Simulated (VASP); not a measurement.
Set up this calculation in VASP 6.6.1, as the native input.

* Task: relaxation of cell and atoms
* Functional: PBE
* Potentials or basis: VASP PAW PBE potentials, release 64 (Li_sv, H_h)
* Cutoff: 1230 eV
* k mesh: 3 × 3 × 6
* Occupations: gaussian, width 0.1 eV
* Spin: no spin polarisation
* Dipole correction: no
* Further INCAR settings: ALGO = Normal; EDIFF = 1e-07; IBRION = 2; EDIFFG = -0.04; NSW = 90; ISIF = 3

The structure of LiH3 lies in POSCAR:

```
LiH3
1.0
    5.7866780257      0.0000000000      0.0000000000
   -2.8933390128      5.0114101737      0.0000000000
    0.0000000000      0.0000000000      2.5596579074
Li H
2 6
Direct
    0.3333333333      0.6666666667      0.7500000000
    0.6666666667      0.3333333333      0.2500000000
    0.4878072364      0.5121927636      0.2500000000
    0.0243855272      0.5121927636      0.2500000000
    0.4878072364      0.9756144728      0.2500000000
    0.5121927636      0.0243855272      0.7500000000
    0.5121927636      0.4878072364      0.7500000000
    0.9756144728      0.4878072364      0.7500000000
```

The cell was generated, and may not be a known phase.

One way to write it, as run:

INCAR

```
  ALGO = Normal
  EDIFF = 1E-7
  EDIFFG = -0.04
  ENCUT = 1230
  GGA = PE
  GGA_COMPAT = False
  IBRION = 2
  ISIF = 3
  ISMEAR = 0
  LASPH = True
  LCHARG = False
  LREAL = False
  LWAVE = False
  NELM = 120
  NELMIN = 4
  NSW = 90
  PREC = Accurate
  SIGMA = 0.1
```

KPOINTS

```
k-points
0
Gamma
  3 3 6
```

Potentials or basis: VASP PAW PBE potentials, release 64 (Li_sv, H_h).

Run with:

```sh
$ cat potpaw_PBE.64/Li_sv/POTCAR potpaw_PBE.64/H_h/POTCAR > POTCAR
$ mpirun -np 1 vasp_std > vasp.out
```

Results of the run:

```json
{
  "Relaxed volume": "9.39 Å³/atom",
  "Relaxed cell": "a = 5.719 Å, b = 5.719 Å, c = 2.654 Å, α = 90.00°, β = 90.00°, γ = 120.00°",
  "Space group after relaxing (to 0.1 Å)": "P6_3/mmc (No. 194)",
  "Energy gained by relaxing": "7.1 meV/atom",
  "Ionic steps": "4",
  "Pressure after relaxing": "-0.5 GPa",
  "Largest force after relaxing": "0.018 eV/Å",
  "Band gap on the k mesh": "zero (bands 6 and 7 overlap by 5.14 eV)"
}
```

Caveat: the k points lie up to 0.42 Å⁻¹ apart in the final cell, too coarse for converged energies and pressures of a metal.

It took 60 s on 1 thread of Intel(R) Xeon(R) 6975P-C (Granite Rapids) (shared host), peak memory 0.39 GiB.
